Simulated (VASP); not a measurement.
# Sc (C2/m) in VASP: single point with PBEsol+D4

Aim: the single point of Sc with PBEsol+D4.

All numbers are computed with VASP 6.6.1; they aren't measurements. Logs are shortened: lines on timing, memory, paths and dates and some standing lists are left out, and cuts for length are marked.

## (1) The cell of the first run

Symmetry: C2/m, No. 12, monoclinic system. Conventional cell: a = 8.808 Å, b = 5.001 Å, c = 3.201 Å, α = 90.00°, β = 90.06°, γ = 90.00°. Within 3.8 Å of Sc (site symmetry m) lie 11 Sc at 2.90 to 3.35 Å. Sc (site symmetry 2/m) has 14 Sc at 3.20 to 3.35 Å within 4.2 Å.

## (2) Single point, PBEsol+D4

INCAR reads:

```
SYSTEM = Sc
PREC     = Accurate       ! precision mode
ENCUT    = 520            ! plane-wave cutoff, eV
EDIFF    = 1E-6           ! SCF threshold, eV
ISMEAR   = -5             ! smearing method
SIGMA    = 0.05           ! smearing width, eV
LREAL    = .FALSE.        ! projectors in reciprocal space
LASPH    = .TRUE.         ! aspherical terms in the spheres
NELM     = 100            ! most SCF steps
ALGO     = Fast           ! electronic algorithm
ISIF     = 2              ! what is computed and relaxed
LWAVE    = .FALSE.        ! write WAVECAR
LCHARG   = .TRUE.         ! write CHGCAR
GGA      = PS             ! functional
IVDW     = 13             ! dispersion correction
LELF     = .TRUE.         ! ELF
LVHAR    = .TRUE.       
NBANDS   = 24             ! bands
```

KPOINTS reads:

```
regular mesh
0
G
  6 6 8
  0 0 0
```

POSCAR reads:

```
Sc
1.0
    4.4040490344     -2.5002670000      0.0000000000
    4.4040490344      2.5002670000      0.0000000000
   -0.0034756338      0.0000000000      3.2007192820
Sc
3
Direct
    0.6667660000      0.6667660000      0.0048920000
    0.0000000000      0.0000000000      0.5000000000
    0.3332340000      0.3332340000      0.9951080000
```

Potentials or basis: VASP PAW PBE potentials, release 64 (Sc_sv).

Run with:

```sh
cat potpaw_PBE.64/Sc_sv/POTCAR > POTCAR
mpirun -np 1 vasp_std > vasp.out
```

OUTCAR:

```text
SYSTEM = Sc
   PREC = Accurate
   ENCUT = 520
   EDIFF = 1E-6
   ISMEAR = -5
   LREAL = .FALSE.
   LASPH = .TRUE.
   NELM = 100
   ISIF = 2
   GGA = PS
   IVDW = 13

 ion  position               nearest neighbor table
   1  0.667  0.667  0.005-   3 2.90   3 2.90   3 2.94   2 3.31   2 3.31   2 3.32   2 3.32   2 3.33
                             2 3.35
   2  0.000  0.000  0.500-   1 3.31   1 3.31   3 3.31   3 3.31   1 3.32   3 3.32   1 3.32   3 3.32
                             1 3.33   3 3.33   1 3.35   3 3.35
   3  0.333  0.333  0.995-   1 2.90   1 2.90   1 2.94   2 3.31   2 3.31   2 3.32   2 3.32   2 3.33
                             2 3.35

  LATTYP: Found a base centered monoclinic cell.
 ALAT       =     8.8080980688
 B/A-ratio  =     0.5677200641
 C/A-ratio  =     0.3633839160
 COS(beta)  =    -0.0010858908

  Lattice vectors:

 A1 = (   4.4040490344,  -2.5002670000,   0.0000000000)
 A2 = (   4.4040490344,   2.5002670000,   0.0000000000)
 A3 = (  -0.0034756338,   0.0000000000,   3.2007192820)

Analysis of symmetry for initial positions (statically):
=====================================================================
 Subroutine PRICEL returns:
 Original cell was already a primitive cell.

 Routine SETGRP: Setting up the symmetry group for a
 base centered monoclinic supercell.

 Subroutine GETGRP returns: Found  4 space group operations
 (whereof  4 operations were pure point group operations)
 out of a pool of  4 trial point group operations.

The static configuration has the point symmetry C_2h.

Analysis of symmetry for dynamics (positions and initial velocities):
=====================================================================
 Subroutine PRICEL returns:
 Original cell was already a primitive cell.

 Routine SETGRP: Setting up the symmetry group for a
 base centered monoclinic supercell.

 Subroutine GETGRP returns: Found  4 space group operations
 (whereof  4 operations were pure point group operations)
 out of a pool of  4 trial point group operations.

The dynamic configuration has the point symmetry C_2h.

 Subroutine INISYM returns: Found  4 space group operations
 (whereof  4 operations are pure point group operations),
 and found     1 'primitive' translations

----------------------------------------------------------------------------------------

                                     Primitive cell

  volume of cell :      70.4882

  direct lattice vectors                    reciprocal lattice vectors
     4.404049034 -2.500267000  0.000000000     0.113531888 -0.199978642  0.000123283
[... 85 lines left out ...]
   LNONCOLLINEAR =      F non collinear calculations
   LSORBIT =      F    spin-orbit coupling
   LASPH  =      T    aspherical Exc in radial PAW
   ENCUT  =  520.0 eV  38.22 Ry    6.18 a.u.   9.42  9.42  5.95*2*pi/ulx,y,z
   NELM   =    100;   NELMIN=  2; NELMDL= -5     # of ELM steps
   EDIFF  = 0.1E-05   stopping-criterion for ELM
   LREAL  =      F    real-space projection
[... 7 lines left out ...]
   TEBEG  =    0.0;   TEEND  =   0.0 temperature during run
   PSTRESS=    0.0 pullay stress
   NELECT =      33.0000    total number of electrons
   NUPDOWN=      -1.0000    fix difference up-down
   EMIN   =  10.00;   EMAX   =-10.00  energy-range for DOS
   EFERMI =   0.00;   METHOD = LEGACY
   ISMEAR =    -5;   SIGMA  =   0.05  broadening in eV -4-tet -1-fermi 0-gaus
   EFERMI_NEDOS =   21; number of points for ismear=-14 and -15
   IALGO  =     68    algorithm
   IMIX   =      4    mixing-type and parameters
     AMIX     =   0.40;   BMIX     =  1.00
     AMIX_MAG =   1.60;   BMIX_MAG =  1.00
  volume/ion in A,a.u.               =      23.50       158.56
  Fermi-wavevector in a.u.,A,eV,Ry     =   1.271181  2.402184 21.985674  1.615901
  Thomas-Fermi vector in A             =   2.404128
   LORBIT       =      0    0 simple, 1 ext, 2 COOP (PROOUT), +10 PAW based schemes
   GGA     = PS    functional components
   LHFCALC =     F    Hartree Fock is set to
   AEXX    =    0.0000 exact exchange contribution
   IVDW    =    13    specifies the selected vdW correction
   LEPSILON=     F    determine dielectric tensor
   LRPA    =     F    only Hartree local field effects (RPA)
 non-spin polarized calculation
 RMM-DIIS sequential band-by-band and
 Fermi weights with tetrahedron method with Bloechl corrections
  energy-cutoff  :      520.00
  volume of cell :       70.49
 maximum number of plane-waves:      1916
 NGX is ok and might be reduce to    40
   NGX = 19   NGY = 19   NGZ = 11

 number of electron      33.0000002 magnetization

 Free energy of the ion-electron system (eV)
  ---------------------------------------------------
  ext. energy  EPLUGINS =         0.00000000
  ---------------------------------------------------
  free energy    TOTEN  =       -19.64226415 eV

  energy without entropy =      -19.64226415  energy(sigma->0) =      -19.64226415

 E-fermi :   3.7876     XC(G=0): -10.1831

 val. band max:        3.8086540793   @ k =   0.5000   0.0000   0.3750
 cond. band min:       3.7671487489   @ k =   0.0000   0.0000   0.1250
 fundamental gap:     -0.0415053304
 Fermi energy:         3.7875579501

 k-point     1 :       0.0000    0.0000    0.0000
  band No.  band energies     occupation
      1     -45.2874      2.00000
      2     -45.2115      2.00000
      3     -45.1480      2.00000
      4     -24.1769      2.00000
      5     -24.1550      2.00000
      6     -24.0395      2.00000
[... 637 lines left out ...]
     23       5.9507      0.00000
     24       6.3591      0.00000

 [... further k-points ...]

------------------------ aborting loop because EDIFF is reached ----------------------------------------

  DFT-D4 for vdW energy calculation

  Edisp (eV):   -0.49057

  FORCE on cell =-STRESS in cart. coord.  units (eV):
  Direction    XX          YY          ZZ          XY          YZ          ZX
  --------------------------------------------------------------------------------------
  -------------------------------------------------------------------------------------
  Total      -0.68289    -0.37683    -0.50442     0.00000     0.00000     0.03278
  in kB     -15.52192    -8.56516   -11.46535     0.00000     0.00000     0.74502
  external pressure =      -11.85 kB  Pullay stress =        0.00 kB

 VOLUME and BASIS-vectors are now :
 -----------------------------------------------------------------------------
  energy-cutoff  :      520.00
  volume of cell :       70.49
      direct lattice vectors                 reciprocal lattice vectors
     4.404049034 -2.500267000  0.000000000     0.113531888 -0.199978642  0.000123283
     4.404049034  2.500267000  0.000000000     0.113531888  0.199978642  0.000123283
    -0.003475634  0.000000000  3.200719282     0.000000000  0.000000000  0.312429773

 POSITION                                       TOTAL-FORCE (eV/Angst)
 -----------------------------------------------------------------------------------
      5.87292      0.00000      0.01566        -0.035258      0.000000     -0.028914
     -0.00174      0.00000      1.60036        -0.000000      0.000000      0.000000
      2.93170      0.00000      3.18506         0.035258      0.000000      0.028914
 -----------------------------------------------------------------------------------
    total drift:                               -0.000000     -0.000000      0.000000

  FREE ENERGIE OF THE ION-ELECTRON SYSTEM (eV)
  ---------------------------------------------------
  free  energy   TOTEN  =       -20.1328341218 eV

  energy  without entropy=      -20.1328341218  energy(sigma->0) =      -20.13283412
```

It took 3.4 min on 1 thread of AMD EPYC 7R13 (Zen 3), shared host; peak memory 0.23 GiB.

Results:

```
Free energy                : -20.1328 eV
Pressure                   : -1.2 GPa
Largest force              : 0.046 eV/Å
Band gap on the k mesh     : zero (an odd number of electrons rules out a gap without spin polarisation)
Dispersion energy per atom : -0.164 eV
```

Forces in eV/Å, atoms in the order of the input:
```
Sc  -0.035  0.000 -0.029
Sc   0.000  0.000  0.000
Sc   0.035  0.000  0.029
```

Stress tensor (GPa, compression positive):
```
-1.55  0.00  0.07
 0.00 -0.86  0.00
 0.07  0.00 -1.15
```

Caveat: the PAW data sets were made with another functional, which shifts forces and pressure a little; tetrahedron occupations give inexact forces and stress in metals.
